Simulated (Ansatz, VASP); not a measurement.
One calculation of Si, two programs

The input INCAR:

```
ALGO = Normal ; EDIFF = 1E-6
ENCUT = 520 ; GGA = PE
ISIF = 2 ; ISMEAR = 0
LASPH = T ; LCHARG = F
LREAL = F ; LWAVE = F
NBANDS = 16 ; NELM = 100
PREC = Accurate ; SIGMA = 0.05
```

Contents of KPOINTS:

```
k-points
0
Gamma
  12 12 6
```

Contents of POSCAR:

```
Si
1.0
    3.9946794941      0.0000000000      0.0000000000
   -1.9973397471      3.4594939219      0.0000000000
    0.0000000000      0.0000000000      5.9153213949
Si
4
Direct
    0.3333333333      0.6666666667      0.0864996323
    0.6666666667      0.3333333333      0.5864996323
    0.3333333333      0.6666666667      0.4135003677
    0.6666666667      0.3333333333      0.9135003677
```

Input for Ansatz:

```yaml
crystal:
  lattice:
    - [3.9946794941, 0.0, 0.0]
    - [-1.9973397471, 3.4594939219, 0.0]
    - [0.0, 0.0, 5.9153213949]
  atoms:
    - { symbol: Si, position: [0.3333333333, 0.6666666667, 0.0864996323] }
    - { symbol: Si, position: [0.6666666667, 0.3333333333, 0.5864996323] }
    - { symbol: Si, position: [0.3333333333, 0.6666666667, 0.4135003677] }
    - { symbol: Si, position: [0.6666666667, 0.3333333333, 0.9135003677] }
basis:
  ecutwfc: 420
kpoints:
  mp_grid: { grid: [12, 12, 6] }
hamiltonian:
  xc: pbe
  pseudopotentials: { kind: paw, azcp: { folder: soft_1 } }
scf:
  occupations: { method: gaussian, width: 0.05 }
output:
  forces: true
  stress: true
  eigenvalues: true
```

Alike in both runs: task single point; functional PBE; k mesh 12 × 12 × 6; occupations gaussian, width 0.05 eV; no spin polarisation.

|  | VASP | Ansatz |
| --- | --- | --- |
| version | VASP 6.6.1 | Ansatz 0.2.0 |
| potentials or method | VASP PAW PBE potentials, release 64 (Si), cutoff 520 eV | scalar-relativistic, plane waves, PAW |
| valence electrons in the cell | 16 | 16 |

|  | VASP | Ansatz | Ansatz less VASP |
| --- | --- | --- | --- |
| gap on the k mesh at the Fermi level (eV) | none | none | - |
| pressure (GPa) | 12.6 | 12.8 | +0.18 |
| traceless stress, the component that is largest in VASP (GPa) | 46.78 | 47.07 | +0.291 |
| rms of the force components (eV/Å) | 5.363 | 5.403 | +0.0395 |

Atom by atom the forces differ by 0.039 eV/Å (rms over components). A gap of «none» marks a metal or a gap that the smearing closes. The functional is the same, so the differences come from potentials, cutoffs and numerics.
